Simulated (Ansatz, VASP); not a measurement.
# One calculation of W3N2, two programs

```
CELL_PARAMETERS angstrom
1.57743 0.91073 7.31219
-1.57743 0.91073 7.31219
0.00000 -1.82146 7.31219
ATOMIC_POSITIONS crystal
W 0.00000 0.00000 0.00000
W 0.20950 0.20950 0.20950
W 0.79050 0.79050 0.79050
N 0.40000 0.40000 0.40000
N 0.60000 0.60000 0.60000
```

Alike in both runs: task single point; functional PBE; k mesh 6 × 6 × 6; occupations gaussian, width 0.1 eV; no spin polarisation.

|  | VASP | Ansatz |
| --- | --- | --- |
| version | VASP 6.6.1 | Ansatz 0.2.0 |
| potentials or method | VASP PAW PBE potentials, release 64 (W_sv, N), cutoff 520 eV | scalar-relativistic, plane waves, PAW |
| valence electrons in the cell | 52 | 52 |

VASP gave:

- gap on the k mesh at the Fermi level (eV): none
- pressure (GPa): -15.1
- traceless stress, the component that is largest in VASP (GPa): 12.85
- rms of the force components (eV/Å): 1.127

Q: Estimate Ansatz's values.

A: gap on the k mesh at the Fermi level (eV): none; pressure (GPa): -15.8; traceless stress, the component that is largest in VASP (GPa): 12.86; rms of the force components (eV/Å): 1.142.

Atom by atom the forces differ by 0.021 eV/Å (rms over components). A gap of «none» marks a metal or a gap that the smearing closes. The functional is the same, so the differences come from potentials, cutoffs and numerics.

The k mesh is coarse, so the values compare programs but aren't converged. Spin-orbit coupling is off throughout.
